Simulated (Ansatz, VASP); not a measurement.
## Two plane-wave programs on CoSi2

File INCAR:

```
PREC = Accurate
ENCUT = 520
EDIFF = 1E-6
ISMEAR = 0
SIGMA = 0.15
LREAL = F
LASPH = T
NELM = 80
ALGO = Normal
ISIF = 2
LWAVE = F
LCHARG = F
GGA = PE
NBANDS = 36
```

Contents of KPOINTS:

```
Automatic mesh
0
Gamma
  14 14 5
```

POSCAR

```
CoSi2
1.0
    2.6799390577     -2.6799390577      0.0000000000
    2.6799390577      0.0000000000     -2.6799390577
    5.3598781154      5.3598781154      5.3598781154
Co Si
3 6
Direct
    1.0000000000      0.0000000000      0.0000000000
    0.3333333333      0.3333333333      0.6666666667
    0.6666666667      0.6666666667      0.3333333333
    0.6666666667      0.6666666667      0.5833333333
    1.0000000000      0.0000000000      0.2500000000
    0.3333333333      0.3333333333      0.9166666667
    0.6666666667      0.6666666667      0.0833333333
    1.0000000000      1.0000000000      0.7500000000
    0.3333333333      0.3333333333      0.4166666667
```

Input for Ansatz:

```yaml
crystal:
  lattice:
    - [2.6799390577, -2.6799390577, 0.0]
    - [2.6799390577, 0.0, -2.6799390577]
    - [5.3598781154, 5.3598781154, 5.3598781154]
  atoms:
    - { symbol: Co, position: [1.0, 0.0, 0.0] }
    - { symbol: Co, position: [0.3333333333, 0.3333333333, 0.6666666667] }
    - { symbol: Co, position: [0.6666666667, 0.6666666667, 0.3333333333] }
    - { symbol: Si, position: [0.6666666667, 0.6666666667, 0.5833333333] }
    - { symbol: Si, position: [1.0, 0.0, 0.25] }
    - { symbol: Si, position: [0.3333333333, 0.3333333333, 0.9166666667] }
    - { symbol: Si, position: [0.6666666667, 0.6666666667, 0.0833333333] }
    - { symbol: Si, position: [1.0, 1.0, 0.75] }
    - { symbol: Si, position: [0.3333333333, 0.3333333333, 0.4166666667] }
basis:
  ecutwfc: 420
kpoints:
  mp_grid: { grid: [14, 14, 5] }
hamiltonian:
  xc: pbe
scf:
  occupations: { method: gaussian, width: 0.15 }
output:
  forces: true
  stress: true
  eigenvalues: true
  write_density: true
  write_potential: true
  elf: true
  volumetric_format: npy
```

Alike in both runs: task single point; functional PBE; k mesh 14 × 14 × 5; occupations gaussian, width 0.15 eV; no spin polarisation.

```csv
,VASP,Ansatz
version,VASP 6.6.1,Ansatz 0.2.0
potentials or method,"VASP PAW PBE potentials, release 64 (Co, Si), cutoff 520 eV","scalar-relativistic, plane waves, PAW"
valence electrons in the cell,51,75
```

|  | VASP | Ansatz | Ansatz less VASP |
| --- | --- | --- | --- |
| gap on the k mesh at the Fermi level (eV) | none | none | - |
| pressure (GPa) | -0.1 | 0.0 | +0.12 |

A gap of «none» marks a metal or a gap that the smearing closes. The functional is the same, so the differences come from potentials, cutoffs and numerics. VASP's potentials hold 51 valence electrons a cell and Ansatz's 75, so a difference there can come from the potentials and not from the codes.
